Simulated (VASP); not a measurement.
Input of a VASP 6.6.1 run:

INCAR

```
PREC = Accurate
ENCUT = 520
EDIFF = 1E-6
ISMEAR = -1
SIGMA = 0.01
LREAL = F
LASPH = T
NELM = 100
ALGO = Normal
ISIF = 2
LWAVE = F
LCHARG = F
GGA = PE
NBANDS = 27
```

Contents of KPOINTS:

```
regular mesh
0
Gamma
  6 6 6
```

Contents of POSCAR:

```
Se
1.0
    5.6809998619      3.2799267995      1.4468034000
   -5.6809998619      3.2799267995      1.4468034000
    0.0000000000     -6.5598535991      1.4468034000
Se
6
Direct
    0.2806600000      0.1625100000      0.9181800000
    0.9181800000      0.2806600000      0.1625100000
    0.1625100000      0.9181800000      0.2806600000
    0.7193400000      0.8374900000      0.0818200000
    0.0818200000      0.7193400000      0.8374900000
    0.8374900000      0.0818200000      0.7193400000
```

Potentials or basis: VASP PAW PBE potentials, release 64 (Se).

Launch:

```console
$ cat potpaw_PBE.64/Se/POTCAR > POTCAR
$ mpirun -np 1 vasp_std > vasp.out
```

**Question.** Estimate the band gap on the k mesh.

**Answer.** 1.10 eV (least direct gap 1.34 eV).

**Question.** What does it give for the largest force?

**Answer.** 0.650 eV/Å.

**Question.** Estimate the pressure.

**Answer.** 3.6 GPa.

Forces on the atoms (eV/Å):
```
Se   0.200  0.431  0.444
Se  -0.473 -0.042  0.444
Se   0.273 -0.388  0.444
Se  -0.200 -0.431 -0.444
Se   0.473  0.042 -0.444
Se  -0.273  0.388 -0.444
```

Caveat: the cell differs from its parent crystal (zz strain of -2 %); the cell stands under pressure; this functional lacks dispersion, which holds the molecules together, so the pressure and a relaxed volume are unreliable. A k mesh can miss the band edges.
